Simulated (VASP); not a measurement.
A run of VASP 6.6.1 is set up as follows.

INCAR

```
  PREC = Accurate
  ENCUT = 520
  EDIFF = 1E-6
  ISMEAR = -1
  SIGMA = 0.05
  LREAL = F
  LASPH = T
  NELM = 60
  ALGO = Normal
  ISIF = 2
  LWAVE = F
  LCHARG = F
  GGA = RP
  NBANDS = 11
```

The input KPOINTS:

```
Automatic mesh
0
Gamma
  12 12 12
```

The input POSCAR:

```
Pd
1.0
    0.0000000000      1.9593911042      1.9593911042
    1.9593911042      0.0000000000      1.9593911042
    1.9593911042      1.9593911042      0.0000000000
Pd
1
Direct
    0.0000000000      0.0000000000      0.0000000000
```

Potentials or basis: VASP PAW PBE potentials, release 64 (Pd).

Run with:

```bash
$ cat potpaw_PBE.64/Pd/POTCAR > POTCAR
$ mpirun -np 1 vasp_std > vasp.out
```

Problem. Estimate the pressure.

Solution. 7.5 GPa.

Problem. Estimate the band gap on the k mesh.

Solution. Zero (band 5 reaches 9.82 eV, above the bottom of band 6 at 8.29 eV).

Caveat: the PAW data sets were made with another functional, which shifts forces and pressure a little.
